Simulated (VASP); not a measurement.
# H18CO10 in VASP: notebook

H18CO10 is run at these levels: LDA; tasks: single point.

All numbers are computed with VASP 6.6.1; they aren't measurements. Logs are shortened: lines on timing, memory, paths and dates and some standing lists are left out, and cuts for length are marked.

### Step 1. The cell of the first run

The cell holds an amorphous packing of atoms, 29 atoms: a = 6.933 Å, b = 6.933 Å, c = 6.933 Å, α = 90.00°, β = 90.00°, γ = 90.00°.

### Step 2. Single point, LDA

INCAR

```
PREC     = Accurate       # precision mode
ENCUT    = 520            # plane-wave cutoff, eV
EDIFF    = 1E-6           # SCF threshold, eV
ISMEAR   = -1             # smearing method
SIGMA    = 0.05           # smearing width, eV
LREAL    = Auto         
LASPH    = T              # aspherical terms in the spheres
NELM     = 80             # most SCF steps
ALGO     = Normal         # electronic algorithm
ISIF     = 2              # what is computed and relaxed
LWAVE    = F              # write WAVECAR
LCHARG   = F              # write CHGCAR
GGA      = CA             # functional
NBANDS   = 61             # bands
```

KPOINTS

```
regular mesh
0
Gamma
  1 1 1
```

POSCAR

```
H18CO10
1.0
    6.9333820000      0.0000000000      0.0000000000
    0.0000000000      6.9333820000      0.0000000000
    0.0000000000      0.0000000000      6.9333820000
O H C
10 18 1
Direct
    0.9044215363      0.2705173319      1.0081948463
    0.7378073212      1.0266562552      0.6956922322
    0.5873324158      0.7267881677      0.4582900524
    0.9104791861      0.2202676847      0.3646993632
    0.1108838371      0.4751360880      0.4827802651
    0.2811037961      0.1830419844     -0.0714225756
    0.3520215675      0.8477103959      0.7073748425
    0.9797383153      0.7384275091      0.6648126412
    0.4617804125      0.5024676269      0.8453594508
    0.6224956306      0.6614809338      1.0801222261
    0.8414796704      0.1626046279      0.9244406265
    1.0528339561      0.2326570208      0.9931516827
    0.6140293438      0.9659499505      0.7312737132
    0.8329124228      0.9158589560      0.6798990738
    0.7135767220      0.7060190828      0.5229049835
    0.6065726654      0.7221295466      0.3153439404
    0.8298114831      0.1573835107      0.4649101982
    0.8829601485      0.2363925715      0.2160850217
    0.2484213332      0.4682995975      0.4917369330
    0.0261921238      0.3414783723      0.4363382834
    0.3365889836      0.2921662184     -0.1399317101
    0.3155891310      0.0659562678     -0.1477778089
    0.2089744947      0.8436286938      0.6833173190
    0.4317517771      0.8343547204      0.5827891785
    1.0495599406      0.6120389732      0.5749430797
    0.9626615121      0.6793942696      0.7927444355
    0.4311027432      0.6374811023      0.7827204674
    0.5903035488      0.3624205330      1.0489974445
    0.5609960622      0.5149002320      1.0061467838
```

Potentials or basis: VASP PAW LDA potentials, release 64 (O, H, C).

Command:

```sh
$ cat potpaw_LDA.64/O/POTCAR potpaw_LDA.64/H/POTCAR potpaw_LDA.64/C/POTCAR > POTCAR
$ mpirun -np 1 vasp_gam > vasp.out
```

OUTCAR:

```text
PREC = Accurate
   ENCUT = 520
   EDIFF = 1E-6
   ISMEAR = -1
   LREAL = Auto
   LASPH = T
   NELM = 80
   ISIF = 2
   GGA = CA

 ion  position               nearest neighbor table
   1  0.904  0.271  0.008-  11 1.04  12 1.07
   2  0.738  0.027  0.696-  13 0.99  14 1.02
   3  0.587  0.727  0.458-  15 0.99  16 1.00
   4  0.910  0.220  0.365-  17 0.99  18 1.05  20 1.26
   5  0.111  0.475  0.483-  19 0.96  20 1.14  25 1.22
   6  0.281  0.183  0.929-  21 0.97  22 1.00
   7  0.352  0.848  0.707-  23 1.01  24 1.03
   8  0.980  0.738  0.665-  26 0.98  25 1.18
   9  0.462  0.502  0.845-  27 1.05  29 1.31
  10  0.622  0.661  0.080-  29 1.22
  11  0.841  0.163  0.924-   1 1.04
  12  0.053  0.233  0.993-   1 1.07
  13  0.614  0.966  0.731-   2 0.99
  14  0.833  0.916  0.680-   2 1.02
  15  0.714  0.706  0.523-   3 0.99
  16  0.607  0.722  0.315-   3 1.00
  17  0.830  0.157  0.465-   4 0.99
  18  0.883  0.236  0.216-   4 1.05
  19  0.248  0.468  0.492-   5 0.96
  20  0.026  0.341  0.436-   5 1.14   4 1.26
  21  0.337  0.292  0.860-   6 0.97
  22  0.316  0.066  0.852-   6 1.00
  23  0.209  0.844  0.683-   7 1.01
  24  0.432  0.834  0.583-   7 1.03
  25  0.050  0.612  0.575-   8 1.18   5 1.22
  26  0.963  0.679  0.793-   8 0.98
  27  0.431  0.637  0.783-   9 1.05
  28  0.590  0.362  0.049-  29 1.12
  29  0.561  0.515  0.006-  28 1.12  10 1.22   9 1.31

  LATTYP: Found a simple cubic cell.
 ALAT       =     6.9333820000

  Lattice vectors:

 A1 = (   6.9333820000,   0.0000000000,   0.0000000000)
 A2 = (   0.0000000000,   6.9333820000,   0.0000000000)
 A3 = (   0.0000000000,   0.0000000000,   6.9333820000)

Analysis of symmetry for initial positions (statically):
=====================================================================
 Subroutine PRICEL returns:
 Original cell was already a primitive cell.

 Routine SETGRP: Setting up the symmetry group for a
 simple cubic supercell.

 Subroutine GETGRP returns: Found  1 space group operations
 (whereof  1 operations were pure point group operations)
 out of a pool of 48 trial point group operations.

The static configuration has the point symmetry C_1 .

Analysis of symmetry for dynamics (positions and initial velocities):
=====================================================================
 Subroutine PRICEL returns:
 Original cell was already a primitive cell.

[... 139 lines left out ...]
   EDIFFG = 0.1E-04   stopping-criterion for IOM
   NSW    =      0    number of steps for IOM
   IBRION =     -1    ionic relax: 0-MD 1-quasi-New 2-CG
   NFREE  =      0    steps in history (QN), initial steepest desc. (CG)
   ISIF   =      2    stress and relaxation
   ISYM   =      2    0-nonsym 1-usesym 2-fastsym
   POTIM  = 0.5000    time-step for ionic-motion
   TEBEG  =    0.0;   TEEND  =   0.0 temperature during run
   PSTRESS=    0.0 pullay stress
   NELECT =      82.0000    total number of electrons
   NUPDOWN=      -1.0000    fix difference up-down
   EMIN   =  10.00;   EMAX   =-10.00  energy-range for DOS
   EFERMI =   0.00;   METHOD = LEGACY
   ISMEAR =    -1;   SIGMA  =   0.05  broadening in eV -4-tet -1-fermi 0-gaus
   EFERMI_NEDOS =   21; number of points for ismear=-14 and -15
   IALGO  =     38    algorithm
   IMIX   =      4    mixing-type and parameters
     AMIX     =   0.40;   BMIX     =  1.00
     AMIX_MAG =   1.60;   BMIX_MAG =  1.00
  volume/ion in A,a.u.               =      11.49        77.56
  Fermi-wavevector in a.u.,A,eV,Ry     =   1.025812  1.938503 14.317270  1.052290
  Thomas-Fermi vector in A             =   2.159672
   LORBIT       =      0    0 simple, 1 ext, 2 COOP (PROOUT), +10 PAW based schemes
   GGA     = CA    functional components
   LHFCALC =     F    Hartree Fock is set to
   AEXX    =    0.0000 exact exchange contribution
   IVDW    =     0    specifies the selected vdW correction
   LEPSILON=     F    determine dielectric tensor
   LRPA    =     F    only Hartree local field effects (RPA)
 non-spin polarized calculation
  energy-cutoff  :      520.00
  volume of cell :      333.30
 maximum number of plane-waves:      4523
 NGX is ok and might be reduce to    50
   NGX = 25   NGY = 25   NGZ = 25

 number of electron      81.9999990 magnetization

 Free energy of the ion-electron system (eV)
  ---------------------------------------------------
  ext. energy  EPLUGINS =         0.00000000
  ---------------------------------------------------
  free energy    TOTEN  =      -156.96467221 eV

  energy without entropy =     -156.96467221  energy(sigma->0) =     -156.96467221

 E-fermi :  -2.9520     XC(G=0):  -6.8206

 val. band max:       -4.1678448327   @ k =   0.0000   0.0000   0.0000
 cond. band min:       0.8455116760   @ k =   0.0000   0.0000   0.0000
 fundamental gap:      5.0133565087
 Fermi energy:        -2.9520036466

 k-point     1 :       0.0000    0.0000    0.0000
  band No.  band energies     occupation
      1     -25.2360      2.00000
      2     -23.0866      2.00000
      3     -22.6889      2.00000
      4     -22.3373      2.00000
      5     -22.0247      2.00000
      6     -21.8839      2.00000
[... 45 lines left out ...]
     52       5.7264      0.00000
     53       5.8025      0.00000
 [bands above 53 left out]

------------------------ aborting loop because EDIFF is reached ----------------------------------------

  FORCE on cell =-STRESS in cart. coord.  units (eV):
  Direction    XX          YY          ZZ          XY          YZ          ZX
  --------------------------------------------------------------------------------------
  -------------------------------------------------------------------------------------
  Total       -4.3412201     -3.5487792     -3.5818112      0.3384528     -0.6041726      0.6592561
  in kB      -20.8682969    -17.0590236    -17.2178090      1.6269466     -2.9042648      3.1690520
  external PRESSURE =     -18.3817098 kB  Pullay stress =       0.0000000 kB

 VOLUME and BASIS-vectors are now :
 -----------------------------------------------------------------------------
  energy-cutoff  :      520.00
  volume of cell :      333.30
      direct lattice vectors                 reciprocal lattice vectors
     6.933382000  0.000000000  0.000000000     0.144229757  0.000000000  0.000000000
     0.000000000  6.933382000  0.000000000     0.000000000  0.144229757  0.000000000
     0.000000000  0.000000000  6.933382000     0.000000000  0.000000000  0.144229757

 POSITION                                       TOTAL-FORCE (eV/Angst)
 -----------------------------------------------------------------------------------
      6.27070      1.87560      0.05682         0.939859     -1.992898     -0.866623
      5.11550      0.18482      4.82350         0.340110      0.209011      0.380656
      4.07220      5.03910      3.17750         0.032109     -0.106552      0.118108
      6.31270      1.52720      2.52860         0.456688      0.087152      0.720653
      0.76880      3.29430      3.34730        -0.417800      0.225620      0.118443
      1.94900      1.26910      6.43818        -0.572968     -0.936988      0.281515
[... 21 lines left out ...]
      4.09280      2.51280      0.33972         0.061495      0.285362      0.691705
      3.88960      3.57000      0.04262         0.543989     -0.839543     -0.236070
 -----------------------------------------------------------------------------------
    total drift:                                0.007860     -0.007226      0.002884

  FREE ENERGIE OF THE ION-ELECTRON SYSTEM (eV)
  ---------------------------------------------------
  free  energy   TOTEN  =      -156.9646722060 eV

  energy  without entropy=     -156.9646722059  energy(sigma->0) =     -156.96467221
```

stdout:

```text
POSCAR found type information on POSCAR O H C
 POSCAR found :  3 types and      29 ions
 scaLAPACK will be used
 LDA part: xc-table for (Slater(with rela. corr.)+CA(PZ))
 , standard interpolation
 POSCAR, INCAR and KPOINTS ok, starting setup
 FFT: planning ... GRIDC
 FFT: planning ... GRID_SOFT
 FFT: planning ... GRID
 WAVECAR not read
 entering main loop
```

It took 38 s on 1 thread of Intel Xeon Platinum 8259CL at 2.50GHz (Skylake/Cascade Lake), shared host; peak memory 0.29 GiB.

Results:

- Free energy: -156.9647 eV
- Pressure: -1.8 GPa
- Largest force: 2.368 eV/Å
- Band gap on the k mesh: 5.01 eV

Forces in eV/Å, atoms in the order of the input:
```
O    0.940 -1.993 -0.867
O    0.340  0.209  0.381
O    0.032 -0.107  0.118
O    0.457  0.087  0.721
O   -0.418  0.226  0.118
O   -0.573 -0.937  0.282
O    0.577  0.077  0.189
O   -0.021  0.087  0.360
O   -0.267  1.291 -0.814
O   -0.260  0.129 -0.014
H    0.447  1.281  0.534
H   -1.138  0.466 -0.168
H    0.101  0.294 -0.069
H    0.059  0.038 -0.001
H   -0.075  0.099 -0.324
H    0.132 -0.204  0.072
H   -0.330 -0.102 -0.469
H   -0.167 -0.262  0.139
H    0.930 -0.271 -0.081
H   -0.229  0.194 -0.320
H    0.227  0.665 -0.307
H   -0.119  0.028  0.145
H   -0.226 -0.434 -0.194
H   -0.272 -0.286 -0.051
H   -0.441 -0.081 -0.122
H   -0.018  0.083 -0.117
H   -0.296 -0.023  0.403
H    0.061  0.285  0.692
C    0.544 -0.840 -0.236
```

Caveat: the k points lie up to 0.91 Å⁻¹ apart.

### Step 3. Single point, LDA

INCAR

```
SYSTEM = H18CO10
PREC = Accurate ; ENCUT = 520
EDIFF = 1E-6 ; ISMEAR = -1
SIGMA = 0.05 ; LREAL = Auto
LASPH = .TRUE. ; NELM = 80
ALGO = Normal ; ISIF = 2
LWAVE = .FALSE. ; LCHARG = .FALSE.
NBANDS = 61
```

KPOINTS

```
Automatic mesh
0
G
  1 1 1
  0 0 0
```

POSCAR

```
H18CO10
1.0
    6.9333820000      0.0000000000      0.0000000000
    0.0000000000      6.9333820000      0.0000000000
    0.0000000000      0.0000000000      6.9333820000
O H C
10 18 1
Direct
    0.8940369938      0.2392194747      1.0022958493
    0.7625715704      1.0456657372      0.7273795097
    0.5833372516      0.7179901526      0.4447036093
    0.9134935880      0.2329887492      0.3715502766
    0.1046963805      0.5028858932      0.4692947828
    0.2525895732      0.1865900364     -0.0767302306
    0.3573724915      0.8279220732      0.6988220179
    0.9849594325      0.7419467152      0.6851634599
    0.4625159843      0.5244193959      0.8460229077
    0.5959429323      0.6886682430      1.0872760220
    0.8298980209      0.1508499027      0.8975994688
    1.0371561815      0.2275080185      0.9972045389
    0.6356205384      0.9786565921      0.7383553942
    0.8630852880      0.9382001453      0.7189709149
    0.6918845666      0.6974951041      0.5254001582
    0.6141303047      0.7059325449      0.3046853613
    0.8635612462      0.1405230521      0.4690351693
    0.8648593140      0.1963111220      0.2387146706
    0.2120321655      0.4562708358      0.5432846481
    0.0258027035      0.3860597902      0.4238912554
    0.3201035224      0.3081036066     -0.1223068338
    0.2922383333      0.0772783037     -0.1559556361
    0.2137484996      0.8252393998      0.6774183220
    0.4444439957      0.7846819921      0.5759382650
    1.0231370491      0.6303273064      0.5688421610
    0.9727431721      0.6645962966      0.8013405291
    0.4057038830      0.6649424480      0.7816531672
    0.5738469336      0.3944683850      1.0770934012
    0.5517942038      0.5413375464      1.0157092167
```

Potentials or basis: VASP PAW LDA potentials, release 64 (O, H, C).

Command:

```sh
$ cat potpaw_LDA.64/O/POTCAR potpaw_LDA.64/H/POTCAR potpaw_LDA.64/C/POTCAR > POTCAR
$ mpirun -np 1 vasp_gam > vasp.out
```

Wall time 30 s (1 thread of Intel Xeon Platinum 8259CL at 2.50GHz (Skylake/Cascade Lake), shared host); peak memory 0.28 GiB.

Results (log left out):

- Free energy: -156.7863 eV
- Pressure: 0.4 GPa
- Largest force: 4.898 eV/Å
- Band gap on the k mesh: 4.20 eV

Forces in eV/Å, atoms in the order of the input:
```
O   -1.152 -0.218  0.387
O   -0.384 -0.788 -0.479
O   -1.352  0.326  0.668
O   -0.754 -1.164  0.470
O    0.256  1.098 -0.270
O    0.518  1.146 -0.084
O    0.832 -0.144 -0.177
O   -0.192  0.471 -0.404
O   -0.082  0.023  0.495
O    1.246  3.409  1.510
H    0.736  0.900  0.696
H   -0.010 -0.338 -0.491
H    0.452  0.393 -0.055
H   -0.320 -0.256 -0.134
H    1.643 -0.348  0.702
H   -0.088  0.008 -0.767
H   -0.026  0.533 -0.016
H    0.539  0.538 -0.579
H    0.796 -0.282  0.365
H   -0.705 -0.805 -0.370
H   -0.125 -0.811  0.148
H    0.294 -0.257 -0.215
H   -0.267 -0.362 -0.136
H   -0.727  0.567 -0.307
H    0.168  0.128  0.380
H   -0.090 -0.163  0.417
H    0.232  0.088  0.614
H    0.265  0.079  0.258
C   -1.701 -3.769 -2.625
```

Stress tensor (GPa, compression positive):
```
-0.02  0.01  0.96
 0.01  0.71  1.31
 0.96  1.31  0.65
```

Levels at points of the mesh, in eV from the valence-band top:
| k point | band 37 | band 38 | band 39 | band 40 | band 41 | band 42 | band 43 | band 44 | band 45 | band 46 |
| --- | --- | --- | --- | --- | --- | --- | --- | --- | --- | --- |
| (0.00, 0.00, 0.00) | -1.14 | -1.00 | -0.87 | -0.51 | 0.00 | 4.20 | 4.84 | 6.59 | 6.98 | 7.25 |

Caveat: the k points lie up to 0.91 Å⁻¹ apart.

### Step 4. Single point, LDA

This run uses another cell than the first one, of 10.88 Å³/atom, 0.947 times its volume.

INCAR

```
SYSTEM = H18CO10
ALGO     = Normal         ! electronic algorithm
EDIFF    = 1E-6           ! SCF threshold, eV
ENCUT    = 520            ! plane-wave cutoff, eV
GGA      = CA             ! functional
ISIF     = 2              ! what is computed and relaxed
ISMEAR   = -1             ! smearing method
LASPH    = .TRUE.         ! aspherical terms in the spheres
LCHARG   = .TRUE.         ! write CHGCAR
LELF     = .TRUE.         ! ELF
LREAL    = Auto         
LVHAR    = .TRUE.       
LWAVE    = .FALSE.        ! write WAVECAR
NBANDS   = 61             ! bands
NELM     = 60             ! most SCF steps
PREC     = Accurate       ! precision mode
SIGMA    = 0.05           ! smearing width, eV
```

KPOINTS

```
k-points
0
G
  1 1 1
  0 0 0
```

POSCAR

```
H18CO10
1.0
    6.7132080000      0.0000000000      0.0000000000
    0.0000000000      6.7068970000      0.0000000000
    0.0000000000      0.0000000000      7.0088280000
O H C
10 18 1
Direct
    0.8463017979      0.2638627073      0.9981982722
    0.7519057953      1.0249300086      0.6806844169
    0.5511522956      0.7108205180      0.4467936722
    0.9013723394      0.2190133530      0.3427962564
    0.1084429382      0.4956539514      0.4475641291
    0.2313499001      0.1852868771     -0.0941098854
    0.3426379758      0.8470235938      0.7084065981
    0.9907930754      0.7318585629      0.6905291441
    0.4448692786      0.5330632034      0.8678769118
    0.6143709535      0.6715773330      1.0992280022
    0.7768864007      0.1732843072      0.9019054256
    0.9924167403      0.2306879023      0.9546817242
    0.6090977667      0.9849562324      0.6849076622
    0.8356213602      0.9040246182      0.6764326361
    0.6364617333      0.6342277211      0.5351108630
    0.5831638168      0.6787937850      0.2991084957
    0.8336252951      0.1494431777      0.4472645070
    0.8637897113      0.2553789032      0.1871639595
    0.2450393314      0.4527727204      0.4760995704
    0.0136745353      0.3319567902      0.3838444887
    0.3206514680      0.2944431680     -0.1216037831
    0.2697667047      0.0960951093     -0.2028441845
    0.1321871749      0.7876071453      0.7284955488
    0.4051863133      0.8068112571      0.5833928297
    1.0530285968      0.5768390360      0.5470386775
    0.9516463664      0.6756626798      0.8146297783
    0.4196056490      0.7440251431      0.8014892076
    0.5032169419      0.3747038310      1.1125968564
    0.5276612910      0.5229691167      1.0251642643
```

Command:

```sh
$ cat potpaw_LDA.64/O/POTCAR potpaw_LDA.64/H/POTCAR potpaw_LDA.64/C/POTCAR > POTCAR
$ mpirun -np 1 vasp_gam > vasp.out
```

Run time: 29 s. Hardware: 1 thread of Intel Xeon Platinum 8259CL at 2.50GHz (Skylake/Cascade Lake), shared host; peak memory 0.26 GiB.

The run converged. Its results:

| Property | Result |
| --- | --- |
| Free energy | -156.7457 eV |
| Pressure | -0.7 GPa |
| Largest force | 3.885 eV/Å |
| Band gap on the k mesh | 4.42 eV |

Forces on the atoms (eV/Å):
```
O    1.389 -0.494 -0.984
O   -1.097  1.635  0.113
O    0.161 -0.611 -0.013
O    1.265  1.239 -1.273
O    1.713 -2.401 -2.529
O   -0.650 -1.048 -0.668
O    0.565  0.417  1.592
O   -0.138 -0.081  1.395
O   -0.438 -0.734 -1.621
O   -0.107 -1.050  0.184
H    0.000  0.160  0.518
H   -0.360  0.496  0.367
H    0.352 -0.073 -0.110
H    0.538 -0.752 -0.019
H   -0.147  0.132 -0.588
H    0.208  0.353  0.555
H   -0.586 -0.368  0.442
H   -0.735 -1.329  0.292
H   -0.076  0.597  0.142
H   -1.026 -0.073  0.604
H    0.494  1.758  0.098
H   -0.363 -0.689  0.609
H    0.459  0.190 -1.045
H    0.080 -0.330 -0.885
H   -0.806  1.460  1.887
H   -0.434 -0.281 -0.071
H   -1.030  0.384 -0.707
H    0.420  1.123 -0.619
C    0.348  0.369  2.335
```

Stress tensor (GPa, compression positive):
```
-0.61 -0.24  0.43
-0.24 -0.56  1.50
 0.43  1.50 -0.92
```

Levels at points of the mesh, in eV from the valence-band top:
| k point | band 37 | band 38 | band 39 | band 40 | band 41 | band 42 | band 43 | band 44 | band 45 | band 46 |
| --- | --- | --- | --- | --- | --- | --- | --- | --- | --- | --- |
| (0.00, 0.00, 0.00) | -0.92 | -0.78 | -0.47 | -0.38 | 0.00 | 4.42 | 5.46 | 6.50 | 7.21 | 7.54 |

Caveat: the k points lie up to 0.94 Å⁻¹ apart.
